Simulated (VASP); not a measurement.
The system is Li2CaO2.

```
Li Ca O
1.0
     3.47909    0.00000    0.00000
    -1.73954    3.01298    0.00000
     0.00000    0.00000    6.43929
Li Ca O
2 1 2
Direct
  0.00000 0.00000 0.83370
  0.00000 0.00000 0.16630
  0.00000 0.00000 0.50000
  0.33333 0.66667 0.50000
  0.66667 0.33333 0.50000
```

The cell was built from a structure type or drawn by symmetry, and may not be a known phase.

* Program: VASP 6.6.1
* Task: relaxation of cell and atoms
* Functional: PBE
* Potentials or basis: VASP PAW PBE potentials, release 64 (Li_sv, Ca_sv, O_h)
* Cutoff: 910 eV
* k mesh: 6 × 6 × 4
* Occupations: gaussian, width 0.1 eV
* Spin: no spin polarisation

At the start: pressure 40.3 GPa; volume 13.50 Å³/atom.

Where does the relaxation end?

Over 10 steps the energy falls by 636.4 meV/atom and the volume is 20.32 Å³/atom (+50.5 %); space group P6/mmm (No. 191, to 0.1 Å) before and after.

The path:
```tsv
step	energy change (eV)	largest force (eV/Å)	pressure (GPa)	volume (Å³)
1	0.0000	0.6691	40.29	67.50
2	-2.2592	0.0213	-6.31	106.11
3	-2.6806	0.0899	2.56	91.89
4	-3.0727	0.1069	0.87	97.66
5	-3.1751	0.1390	-0.73	102.74
6	-3.1753	0.1377	-0.64	102.48
7	-3.1787	0.1147	0.37	101.12
8	-3.1789	0.1192	0.17	101.38
9	-3.1805	0.0847	0.13	101.44
10	-3.1821	0.0023	0.02	101.59
```

Final structure:
```
Li Ca O
1.0
     3.89050    0.00000    0.00000
    -1.94525    3.36928    0.00000
     0.00000    0.00000    7.75003
Li Ca O
2 1 2
Cartesian
  1.9453 3.3693 6.5314
  0.0000 0.0000 1.2186
  0.0000 0.0000 3.8750
  0.0000 2.2462 3.8750
  1.9453 1.1231 3.8750
```

Caveat: the cutoff is under 1.25 times the usual one of these potentials, so pressure, stress and relaxed cells hold a basis-set (Pulay) error; the volume moved by over 15 % at a fixed basis, so the end points are rough.
